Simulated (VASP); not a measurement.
# Ba3B2 (Immm) in VASP: a series of runs

Ba3B2 is run at these levels: PBE; tasks: single point.

All numbers are computed with VASP 6.6.1; they aren't measurements. Logs are shortened: lines on timing, memory, paths and dates and some standing lists are left out, and cuts for length are marked.

## Step 1: The cell of the first run

The structure is orthorhombic, space group Immm (No. 71). The conventional cell has a = 5.620 Å, b = 5.771 Å, c = 7.680 Å, α = 90.00°, β = 90.00°, γ = 90.00°. Ba (site symmetry mm2) has 6 B at 2.59 to 3.67 Å and 5 Ba at 3.38 to 3.54 Å within 3.7 Å. Within 4.5 Å of Ba (site symmetry mmm) lie 8 Ba at 3.38 to 3.49 Å and 8 B at 3.45 to 3.95 Å. Within 2.4 Å of B (site symmetry 2mm) lie 1 B at 1.84 Å.

The cell was generated, and may not be a known phase.

## Step 2: Single point, PBE

File INCAR:

```
SYSTEM = Ba3B2
PREC = Accurate
ENCUT = 520
EDIFF = 1E-6
ISMEAR = 0
SIGMA = 0.1
LREAL = .FALSE.
LASPH = .TRUE.
NELM = 60
ALGO = Normal
ISIF = 2
LWAVE = .FALSE.
LCHARG = .FALSE.
GGA = PE
NBANDS = 26
```

File KPOINTS:

```
regular mesh
0
G
  4 4 4
  0 0 0
```

File POSCAR:

```
Ba3B2
1.0
   -2.8098962800      2.8856709700      3.8398023500
    2.8098962800     -2.8856709700      3.8398023500
    2.8098962800      2.8856709700     -3.8398023500
Ba B
3 2
Direct
    0.2304068600      0.7304068600      0.5000000000
    0.7695931400      0.2695931400      0.5000000000
    0.5000000000      0.5000000000      0.0000000000
    0.0000000000      0.1639770200      0.1639770200
    0.0000000000      0.8360229800      0.8360229800
```

Potentials or basis: VASP PAW PBE potentials, release 64 (Ba_sv, B).

The run is started by

```bash
> cat potpaw_PBE.64/Ba_sv/POTCAR potpaw_PBE.64/B/POTCAR > POTCAR
> mpirun -np 1 vasp_std > vasp.out
```

OUTCAR:

```text
SYSTEM = Ba3B2
   PREC = Accurate
   ENCUT = 520
   EDIFF = 1E-6
   ISMEAR = 0
   LREAL = .FALSE.
   LASPH = .TRUE.
   NELM = 60
   ISIF = 2
   GGA = PE

 ion  position               nearest neighbor table
   1  0.230  0.730  0.500-   5 2.59   4 2.59   3 3.38   3 3.38   3 3.49   3 3.49   2 3.54   2 4.04
                             2 4.04   2 4.04   2 4.04   2 4.14
   2  0.770  0.270  0.500-   5 2.59   4 2.59   3 3.38   3 3.38   3 3.49   3 3.49   1 3.54   1 4.04
                             1 4.04   1 4.04   1 4.04   1 4.14
   3  0.500  0.500  0.000-   2 3.38   1 3.38   1 3.38   2 3.38   5 3.45   5 3.45   4 3.45   4 3.45
                             1 3.49   1 3.49   2 3.49   2 3.49
   4  0.000  0.164  0.164-   5 1.84   2 2.59   1 2.59   3 3.45   3 3.45
   5  0.000  0.836  0.836-   4 1.84   1 2.59   2 2.59   3 3.45   3 3.45

  LATTYP: Found a body centered orthorhombic cell.
 ALAT       =     5.6197925600
 B/A-ratio  =     1.0269670772
 C/A-ratio  =     1.3665281446

  Lattice vectors:

 A1 = (  -2.8098962800,   2.8856709700,   3.8398023500)
 A2 = (   2.8098962800,  -2.8856709700,   3.8398023500)
 A3 = (   2.8098962800,   2.8856709700,  -3.8398023500)

Analysis of symmetry for initial positions (statically):
=====================================================================
 Subroutine PRICEL returns:
 Original cell was already a primitive cell.

 Routine SETGRP: Setting up the symmetry group for a
 body centered orthorhombic supercell.

 Subroutine GETGRP returns: Found  8 space group operations
 (whereof  8 operations were pure point group operations)
 out of a pool of  8 trial point group operations.

The static configuration has the point symmetry D_2h.

Analysis of symmetry for dynamics (positions and initial velocities):
=====================================================================
 Subroutine PRICEL returns:
 Original cell was already a primitive cell.

 Routine SETGRP: Setting up the symmetry group for a
 body centered orthorhombic supercell.

 Subroutine GETGRP returns: Found  8 space group operations
 (whereof  8 operations were pure point group operations)
 out of a pool of  8 trial point group operations.

The dynamic configuration has the point symmetry D_2h.

 Subroutine INISYM returns: Found  8 space group operations
 (whereof  8 operations are pure point group operations),
 and found     1 'primitive' translations

----------------------------------------------------------------------------------------

                                     Primitive cell

  volume of cell :     124.5392

  direct lattice vectors                    reciprocal lattice vectors
    -2.809896280  2.885670970  3.839802350     0.000000000  0.173269928  0.130215036
     2.809896280 -2.885670970  3.839802350     0.177942511  0.000000000  0.130215036
     2.809896280  2.885670970 -3.839802350     0.177942511  0.173269928  0.000000000

  length of vectors
     5.564772784  5.564772784  5.564772784     0.216745065  0.220498283  0.248366675

  position of ions in fractional coordinates (direct lattice)
     0.230406860  0.730406860  0.500000000
     0.769593140  0.269593140  0.500000000
     0.500000000  0.500000000  0.000000000
     0.000000000  0.163977020  0.163977020
     0.000000000  0.836022980  0.836022980

  ion indices of the primitive-cell ions
   primitive index   ion index
                 1           1
                 2           2
                 3           3
                 4           4
                 5           5

----------------------------------------------------------------------------------------

 KPOINTS: regular mesh

Automatic generation of k-mesh.
 Grid dimensions read from file:
 generate k-points for:    4    4    4

 Generating k-lattice:

  Cartesian coordinates                     Fractional coordinates (reciprocal lattice)
     0.000000000  0.043317482  0.032553759     0.250000000 -0.000000000  0.000000000
     0.044485628  0.000000000  0.032553759    -0.000000000  0.250000000  0.000000000
     0.044485628  0.043317482  0.000000000     0.000000000  0.000000000  0.250000000

  Length of vectors
     0.054186266  0.055124571  0.062091669

  Shift w.r.t. Gamma in fractional coordinates (k-lattice)
     0.000000000  0.000000000  0.000000000

 Subroutine IBZKPT returns following result:
 ===========================================

 Found     18 irreducible k-points:

 Following reciprocal coordinates:
            Coordinates               Weight
  0.000000  0.000000  0.000000      1.000000
  0.250000  0.000000 -0.000000      4.000000
  0.500000  0.000000 -0.000000      2.000000
  0.000000  0.250000  0.000000      4.000000
  0.250000  0.250000  0.000000      8.000000
  0.500000  0.250000  0.000000      8.000000
[... 10 lines left out ...]
 -0.250000 -0.250000  0.250000      2.000000
  0.500000  0.500000  0.500000      1.000000
   k-points           NKPTS =     18   k-points in BZ     NKDIM =     18   number of bands    NBANDS=     26
   number of dos      NEDOS =    301   number of ions     NIONS =      5
   total plane-waves  NPLWV =  74088
   dimension x,y,z NGX =    42 NGY =   42 NGZ =   42
   dimension x,y,z NGXF=    84 NGYF=   84 NGZF=   84
   ions per type =               3   2
   NGX,Y,Z   is equivalent  to a cutoff of  12.55, 12.55, 12.55 a.u.
   NGXF,Y,Z  is equivalent  to a cutoff of  25.09, 25.09, 25.09 a.u.
 SYSTEM =  Ba3B2
   PREC   = accura    normal or accurate (medium, high low for compatibility)
   ISTART =      0    job   : 0-new  1-cont  2-samecut
   ICHARG =      2    charge: 1-file 2-atom 10-const
   ISPIN  =      1    spin polarized calculation?
   LNONCOLLINEAR =      F non collinear calculations
   LSORBIT =      F    spin-orbit coupling
   LASPH  =      T    aspherical Exc in radial PAW
   ENCUT  =  520.0 eV  38.22 Ry    6.18 a.u.  10.35 10.35 10.35*2*pi/ulx,y,z
   NELM   =     60;   NELMIN=  2; NELMDL= -5     # of ELM steps
   EDIFF  = 0.1E-05   stopping-criterion for ELM
   LREAL  =      F    real-space projection
   EDIFFG = 0.1E-04   stopping-criterion for IOM
   NSW    =      0    number of steps for IOM
   IBRION =     -1    ionic relax: 0-MD 1-quasi-New 2-CG
   NFREE  =      0    steps in history (QN), initial steepest desc. (CG)
   ISIF   =      2    stress and relaxation
[... 10 lines left out ...]
   IALGO  =     38    algorithm
   IMIX   =      4    mixing-type and parameters
     AMIX     =   0.40;   BMIX     =  1.00
     AMIX_MAG =   1.60;   BMIX_MAG =  1.00
  volume/ion in A,a.u.               =      24.91       168.09
  Fermi-wavevector in a.u.,A,eV,Ry     =   1.082448  2.045530 15.941858  1.171694
  Thomas-Fermi vector in A             =   2.218490
   LORBIT       =      0    0 simple, 1 ext, 2 COOP (PROOUT), +10 PAW based schemes
   GGA     = PE    functional components
   LHFCALC =     F    Hartree Fock is set to
   AEXX    =    0.0000 exact exchange contribution
   IVDW    =     0    specifies the selected vdW correction
   LEPSILON=     F    determine dielectric tensor
   LRPA    =     F    only Hartree local field effects (RPA)
 non-spin polarized calculation
 Gauss-broadening in eV      SIGMA  =   0.10
  energy-cutoff  :      520.00
  volume of cell :      124.54
 maximum number of plane-waves:      3375
 NGX is ok and might be reduce to    42
   NGX = 21   NGY = 21   NGZ = 21

 number of electron      36.0000000 magnetization

 Free energy of the ion-electron system (eV)
  ---------------------------------------------------
  ext. energy  EPLUGINS =         0.00000000
  ---------------------------------------------------
  free energy    TOTEN  =       -14.32948588 eV

  energy without entropy =      -14.30984554  energy(sigma->0) =      -14.31966571

 E-fermi :   4.2056     XC(G=0):  -9.6682

 val. band max:        4.1931973324   @ k =   0.5000   0.2500   0.0000
 cond. band min:       4.2062791525   @ k =   0.5000   0.5000   0.5000
 fundamental gap:      0.0130818201
 Fermi energy:         4.2055714853

 k-point     1 :       0.0000    0.0000    0.0000
  band No.  band energies     occupation
      1     -24.9946      2.00000
      2     -23.7604      2.00000
      3     -23.6556      2.00000
      4     -10.6969      2.00000
      5     -10.5001      2.00000
      6     -10.4197      2.00000
[... 18 lines left out ...]
     25       9.0797      0.00000
     26       9.1605      0.00000

 k-point     2 :       0.2500    0.0000   -0.0000
  band No.  band energies     occupation
      1     -24.9502      2.00000
      2     -23.7941      2.00000
      3     -23.6800      2.00000
      4     -10.7872      2.00000
      5     -10.6407      2.00000
      6     -10.5292      2.00000
[... 18 lines left out ...]
     25       8.1298      0.00000
     26       8.6016      0.00000

 k-point     3 :       0.5000    0.0000   -0.0000
  band No.  band energies     occupation
      1     -24.9021      2.00000
      2     -23.8311      2.00000
      3     -23.7050      2.00000
      4     -10.8562      2.00000
      5     -10.6594      2.00000
      6     -10.6168      2.00000
[... 18 lines left out ...]
     25       7.1061      0.00000
     26       7.3329      0.00000

 k-point     4 :       0.0000    0.2500    0.0000
  band No.  band energies     occupation
      1     -24.9581      2.00000
      2     -23.7774      2.00000
      3     -23.6849      2.00000
      4     -10.8000      2.00000
      5     -10.6328      2.00000
      6     -10.5314      2.00000
[... 18 lines left out ...]
     25       7.2205      0.00000
     26       8.1691      0.00000

 k-point     5 :       0.2500    0.2500    0.0000
  band No.  band energies     occupation
      1     -24.9116      2.00000
      2     -23.8049      2.00000
      3     -23.7176      2.00000
      4     -10.8515      2.00000
      5     -10.7609      2.00000
      6     -10.5904      2.00000
[... 18 lines left out ...]
     25       7.4081      0.00000
     26       7.9375      0.00000

 k-point     6 :       0.5000    0.2500    0.0000
  band No.  band energies     occupation
      1     -24.8927      2.00000
      2     -23.8332      2.00000
      3     -23.7140      2.00000
      4     -10.9263      2.00000
      5     -10.8532      2.00000
      6     -10.4648      2.00000
[... 253 lines left out ...]
 k-point    15 :       0.2500   -0.2500    0.2500
  band No.  band energies     occupation
      1     -24.9039      2.00000
      2     -23.8225      2.00000
      3     -23.7111      2.00000
      4     -10.8616      2.00000
      5     -10.7075      2.00000
      6     -10.6590      2.00000
[... 18 lines left out ...]
     25       7.1112      0.00000
     26       8.6059      0.00000

 k-point    16 :       0.5000   -0.2500    0.2500
  band No.  band energies     occupation
      1     -24.8933      2.00000
      2     -23.8110      2.00000
      3     -23.7341      2.00000
      4     -10.9664      2.00000
      5     -10.8005      2.00000
      6     -10.5415      2.00000
[... 18 lines left out ...]
     25       7.1463      0.00000
     26       7.3897      0.00000

 k-point    17 :      -0.2500   -0.2500    0.2500
  band No.  band energies     occupation
      1     -24.9404      2.00000
      2     -23.7845      2.00000
      3     -23.7003      2.00000
      4     -10.9300      2.00000
      5     -10.7042      2.00000
      6     -10.4732      2.00000
[... 18 lines left out ...]
     25       7.2326      0.00000
     26       7.4078      0.00000

 k-point    18 :       0.5000    0.5000    0.5000
  band No.  band energies     occupation
      1     -24.8839      2.00000
      2     -23.7856      2.00000
      3     -23.7690      2.00000
      4     -11.1105      2.00000
      5     -10.9396      2.00000
      6     -10.2807      2.00000
[... 18 lines left out ...]
     25       7.3881      0.00000
     26       7.6823      0.00000

------------------------ aborting loop because EDIFF is reached ----------------------------------------

  FORCE on cell =-STRESS in cart. coord.  units (eV):
  Direction    XX          YY          ZZ          XY          YZ          ZX
  --------------------------------------------------------------------------------------
  -------------------------------------------------------------------------------------
  Total        7.7802138      3.1783853      8.2017869     -0.0000000      0.0000000      0.0000000
  in kB      100.0912591     40.8894402    105.5147327     -0.0000000      0.0000000      0.0000000
  external PRESSURE =      82.1651440 kB  Pullay stress =       0.0000000 kB

 VOLUME and BASIS-vectors are now :
 -----------------------------------------------------------------------------
  energy-cutoff  :      520.00
  volume of cell :      124.54
      direct lattice vectors                 reciprocal lattice vectors
    -2.809896280  2.885670970  3.839802350     0.000000000  0.173269928  0.130215036
     2.809896280 -2.885670970  3.839802350     0.177942511  0.000000000  0.130215036
     2.809896280  2.885670970 -3.839802350     0.177942511  0.173269928  0.000000000

 POSITION                                       TOTAL-FORCE (eV/Angst)
 -----------------------------------------------------------------------------------
      2.80990     -0.00000      1.76943        -0.000000      0.000000      2.806464
      0.00000      2.88567      2.07037         0.000000     -0.000000     -2.806464
      0.00000      0.00000      3.83980         0.000000     -0.000000     -0.000000
      0.92152      0.00000      0.00000        -4.084251      0.000000     -0.000000
      4.69828      0.00000      0.00000         4.084251     -0.000000     -0.000000
 -----------------------------------------------------------------------------------
    total drift:                               -0.000000     -0.000000      0.000000

  FREE ENERGIE OF THE ION-ELECTRON SYSTEM (eV)
  ---------------------------------------------------
  free  energy   TOTEN  =       -14.3294858833 eV

  energy  without entropy=      -14.3098455363  energy(sigma->0) =      -14.31966571
```

It took 42 s on 1 thread of AMD EPYC 9R45 (Zen 5), shared host; peak memory 0.24 GiB.

What came out:

| Item | Value |
| --- | --- |
| Free energy | -14.3295 eV |
| Pressure | 8.2 GPa |
| Largest force | 4.084 eV/Å |
| Band gap on the k mesh | zero (bands 18 and 19 overlap by 1.12 eV) |

Forces on the atoms (eV/Å):
```
Ba   0.000  0.000  2.806
Ba   0.000  0.000 -2.806
Ba   0.000  0.000  0.000
B   -4.084  0.000  0.000
B    4.084  0.000  0.000
```

Levels at points of the mesh, in eV from the Fermi level:
| k point | band 16 | band 17 | band 18 | band 19 | band 20 | band 21 |
| --- | --- | --- | --- | --- | --- | --- |
| (0.00, 0.00, 0.00) | -1.97 | -1.90 | -1.74 | -0.34 | 1.52 | 1.82 |
| (0.50, 0.00, 0.00) | -2.07 | -0.53 | 0.21 | 0.40 | 0.44 | 0.75 |
| (0.00, 0.50, 0.00) | -1.64 | -1.14 | 0.49 | 0.83 | 0.87 | 0.93 |
| (0.50, 0.50, 0.00) | -1.54 | -1.11 | -0.88 | -0.63 | 0.26 | 0.35 |
| (0.50, 0.50, 0.50) | -1.74 | -0.72 | 0.00 | 0.16 | 0.17 | 0.49 |

Caveat: the stress differs along the axes, from 4 to 11 GPa; spin-orbit coupling is left out, which moves the levels of the heavy elements; forces of over 1 eV/Å act on the atoms, so gaps and moduli don't describe the material at rest.

## Step 3: Single point, PBE

This run uses another cell than the first one, of 39.34 Å³/atom.

File INCAR:

```
  PREC = Accurate
  ENCUT = 520
  EDIFF = 1E-7
  ISMEAR = 0
  SIGMA = 0.1
  LREAL = F
  LASPH = T
  NELM = 80
  ALGO = Fast
  ISIF = 2
  LWAVE = F
  LCHARG = T
  GGA = PE
  LELF = T
  LVHAR = T
  NBANDS = 26
```

File KPOINTS:

```
Automatic mesh
0
Gamma
  4 4 4
```

File POSCAR:

```
Ba3B2
1.0
   -3.3383475258      2.0260852756      7.2694233596
    3.3383475258     -2.0260852756      7.2694233596
    3.3383475258      2.0260852756     -7.2694233596
Ba B
3 2
Direct
    0.3558933553      0.8558933553      0.5000000000
    0.6441066447      0.1441066447      0.5000000000
    0.5000000000      0.5000000000      0.0000000000
    0.0000000000      0.1168388953      0.1168388953
    0.0000000000      0.8831611047      0.8831611047
```

Potentials or basis: VASP PAW PBE potentials, release 64 (Ba_sv, B).

The run is started by

```bash
> cat potpaw_PBE.64/Ba_sv/POTCAR potpaw_PBE.64/B/POTCAR > POTCAR
> mpirun -np 1 vasp_std > vasp.out
```

Run time: 4.5 min. Hardware: 1 thread of AMD EPYC 9R45 (Zen 5), shared host; peak memory 0.56 GiB.

It converged, with:

* Free energy: -17.5874 eV
* Pressure: 0.4 GPa
* Largest force: 0.122 eV/Å
* Band gap on the k mesh: zero (bands 18 and 19 overlap by 0.35 eV)

Forces on the atoms (eV/Å):
```
Ba   0.000  0.000 -0.122
Ba   0.000  0.000  0.122
Ba   0.000  0.000  0.000
B    0.009  0.000  0.000
B   -0.009  0.000  0.000
```

Stress tensor (GPa, compression positive):
```
0.27 0.00 0.00
0.00 0.53 0.00
0.00 0.00 0.42
```

Levels at points of the mesh, in eV from the Fermi level:
```csv
k point,band 16,band 17,band 18,band 19,band 20,band 21
"(0.00, 0.00, 0.00)",-1.70,-0.63,-0.55,0.41,0.89,0.90
"(0.50, 0.00, 0.00)",-1.25,-0.07,0.15,0.28,0.68,1.10
"(0.00, 0.50, 0.00)",-0.85,-0.54,-0.29,0.19,0.74,0.94
"(0.50, 0.50, 0.00)",-1.10,-1.05,-0.60,-0.13,0.86,1.16
"(0.50, 0.50, 0.50)",-1.78,-0.65,-0.05,0.05,0.66,0.76
```

Caveat: the k points lie up to 0.40 Å⁻¹ apart; spin-orbit coupling is left out, which moves the levels of the heavy elements.

## Step 4: Single point, PBE

This run uses another cell than the first one, of 39.17 Å³/atom.

File INCAR:

```
SYSTEM = Ba3B2
PREC = Accurate
ENCUT = 520
EDIFF = 1E-7
ISMEAR = 0
SIGMA = 0.1
LREAL = .False.
LASPH = .True.
NELM = 60
ALGO = Fast
ISIF = 2
LWAVE = .False.
LCHARG = .False.
GGA = PE
NBANDS = 26
```

File KPOINTS:

```
regular mesh
0
Gamma
  6 6 6
  0 0 0
```

File POSCAR:

```
Ba3B2
1.0
   -2.0253640079      3.3348932072      7.2498919600
    2.0253640079     -3.3348932072      7.2498919600
    2.0253640079      3.3348932072     -7.2498919600
Ba B
3 2
Direct
    0.8548630077      0.3548630077      0.5000000000
    0.1451369923      0.6451369923      0.5000000000
    0.5000000000      0.5000000000      0.0000000000
    0.1169233160      0.0000000000      0.1169233160
    0.8830766840      0.0000000000      0.8830766840
```

The run is started by

```bash
> cat potpaw_PBE.64/Ba_sv/POTCAR potpaw_PBE.64/B/POTCAR > POTCAR
> mpirun -np 1 vasp_std > vasp.out
```

Run time: 8.3 min. Hardware: 1 thread of AMD EPYC 9R45 (Zen 5), shared host; peak memory 0.65 GiB.

The run converged. Its results:

- Free energy: -17.5810 eV
- Pressure: 0.3 GPa
- Largest force: 0.104 eV/Å
- Band gap on the k mesh: zero (bands 18 and 19 overlap by 0.36 eV)

Forces in eV/Å, atoms in the order of the input:
```
Ba   0.000  0.000 -0.104
Ba   0.000  0.000  0.104
Ba   0.000  0.000  0.000
B    0.000  0.008  0.000
B    0.000 -0.008  0.000
```

Stress tensor (GPa, compression positive):
```
0.46 0.00 0.00
0.00 0.26 0.00
0.00 0.00 0.30
```

Levels at points of the mesh, in eV from the Fermi level:
| k point | band 16 | band 17 | band 18 | band 19 | band 20 | band 21 |
| --- | --- | --- | --- | --- | --- | --- |
| (0.00, 0.00, 0.00) | -1.70 | -0.64 | -0.56 | 0.40 | 0.87 | 0.90 |
| (0.50, 0.00, 0.00) | -0.86 | -0.55 | -0.28 | 0.19 | 0.74 | 0.93 |
| (0.00, 0.50, 0.00) | -1.27 | -0.09 | 0.14 | 0.27 | 0.67 | 1.10 |
| (0.50, 0.50, 0.00) | -1.12 | -1.07 | -0.61 | -0.13 | 0.85 | 1.17 |
| (0.50, 0.50, 0.50) | -1.79 | -0.66 | -0.04 | 0.04 | 0.65 | 0.75 |

Caveat: spin-orbit coupling is left out, which moves the levels of the heavy elements.

## Step 5: Summary

```tsv
cell	k mesh	gap on the mesh (eV)	pressure (GPa)	largest force (eV/Å)
a = 5.565 Å, angles 119.3, 117.5, 92.7°, 5 atoms, atomic positions A	4 × 4 × 4	none	8.2	4.08
a = 8.252 Å, angles 132.3, 151.6, 56.5°, 5 atoms, atomic positions B	4 × 4 × 4	none	0.4	0.12
a = 8.233 Å, angles 151.5, 132.2, 56.6°, 5 atoms, atomic positions C	6 × 6 × 6	none	0.3	0.10
```

Alike in all rows: task single point; level PBE; potentials or basis VASP PAW PBE potentials, release 64 (Ba_sv, B); no spin polarisation; cutoff (eV) 520; smearing gaussian 0.1 eV.

Caveats: some runs use coarse meshes; spin-orbit coupling is left out, which moves the levels of the heavy elements; the stress differs along the axes, from 4 to 11 GPa (at least some runs); forces of over 1 eV/Å act on the atoms, so gaps and moduli don't describe the material at rest (at least some runs).

Absolute energies hang on the potentials; compare differences alone.

The gap in the log of VASP goes by the Fermi energy; the results here count the filled bands.